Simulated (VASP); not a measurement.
## CdSiSb2: single point with PBE

Crystal: CdSiSb2.

```xyz
8
Lattice="4.3356 0.0000 0.0000 0.0000 4.3356 0.0000 0.0000 0.0000 12.7147" Properties=species:S:1:pos:R:3 pbc="T T T"
Cd    2.1678    0.0000   11.0074
Cd    0.0000    2.1678    1.7073
Sb    2.1678    2.1678    0.0000
Sb    0.0000    0.0000    3.4667
Sb    2.1678    2.1678    6.3573
Sb    0.0000    0.0000    9.2480
Si    2.1678    0.0000    4.8923
Si    0.0000    2.1678    7.8224
```

| Quantity | Value |
| --- | --- |
| Program | VASP 6.6.1 |
| Task | single point |
| Functional | PBE |
| Potentials or basis | VASP PAW PBE potentials, release 64 (Cd, Sb, Si) |
| Cutoff | 520 eV |
| k mesh | 6 × 6 × 2 |
| Occupations | fermi-dirac, width 0.02 eV |
| Spin | no spin polarisation |
| Dipole correction | no |
| Further INCAR settings | ALGO = Normal; EDIFF = 1e-06; NBANDS = 36 |

| Property | Result |
| --- | --- |
| Pressure | 3.1 GPa |
| Largest force | 0.058 eV/Å |
| Band gap on the k mesh | zero (bands 26 and 27 overlap by 0.27 eV) |

Forces in eV/Å, atoms in the order of the input:
```
Cd   0.000  0.000 -0.034
Cd   0.000  0.000  0.034
Sb   0.000  0.000  0.000
Sb   0.000  0.000 -0.058
Sb   0.000  0.000  0.000
Sb   0.000  0.000  0.058
Si   0.000  0.000  0.007
Si   0.000  0.000 -0.007
```

Levels at points of the mesh, in eV from the Fermi level:
| k point | band 23 | band 24 | band 25 | band 26 | band 27 | band 28 | band 29 | band 30 |
| --- | --- | --- | --- | --- | --- | --- | --- | --- |
| (0.00, 0.00, 0.00) | -0.80 | -0.62 | -0.46 | -0.25 | 0.03 | 0.37 | 0.37 | 0.58 |
| (0.50, 0.00, 0.00) | -1.45 | -1.17 | -0.41 | -0.25 | -0.21 | 0.35 | 1.90 | 1.98 |
| (0.50, 0.50, 0.00) | -2.71 | -2.18 | -2.18 | -1.72 | 0.61 | 0.83 | 0.83 | 1.06 |
| (0.00, 0.00, 0.50) | -0.60 | -0.60 | -0.40 | -0.36 | 0.05 | 0.05 | 0.52 | 0.93 |
| (0.50, 0.00, 0.50) | -2.38 | -1.90 | -0.25 | 0.05 | 0.14 | 0.34 | 2.15 | 2.32 |
| (0.50, 0.50, 0.50) | -2.85 | -2.26 | -2.26 | -1.79 | 0.97 | 1.23 | 1.23 | 1.56 |

Wall time 77 s on 1 thread of Intel(R) Xeon(R) 6975P-C (Granite Rapids), with other jobs on the host, peak memory 0.39 GiB.

Caveat: the cell stands under pressure; spin-orbit coupling is left out, which moves the levels of the heavy elements.
